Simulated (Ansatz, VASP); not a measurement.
## Re in VASP and in Ansatz

```
CELL_PARAMETERS angstrom
0.00000 2.74955 2.74955
2.74955 0.00000 2.74955
2.74955 2.74955 0.00000
ATOMIC_POSITIONS crystal
Re 0.87500 0.87500 0.87500
Re 0.12500 0.12500 0.12500
```

Change from the starting cell: volume scaled by 0.95, PAW files.

Alike in both runs: task single point; functional PBEsol; k mesh 12 × 12 × 12; occupations fermi-dirac, width 0.05 eV; no spin polarisation.

|  | VASP | Ansatz |
| --- | --- | --- |
| version | VASP 6.6.1 | Ansatz 0.2.0 |
| potentials or method | VASP PAW PBE potentials, release 64 (Re_sv_GW) | PAW with Ansatz's default frozen-core files, scalar-relativistic |
| plane-wave cutoff (eV) | 500 | 420 |
| valence electrons in the cell | 30 | 30 |

VASP gave:

```
pressure (GPa) : 8.9
```

**Question.** Which values does Ansatz return?

**Answer.** Pressure (GPa): 10.9.

VASP's potentials were made for PBE, not for PBEsol.

Spin-orbit coupling is off throughout.
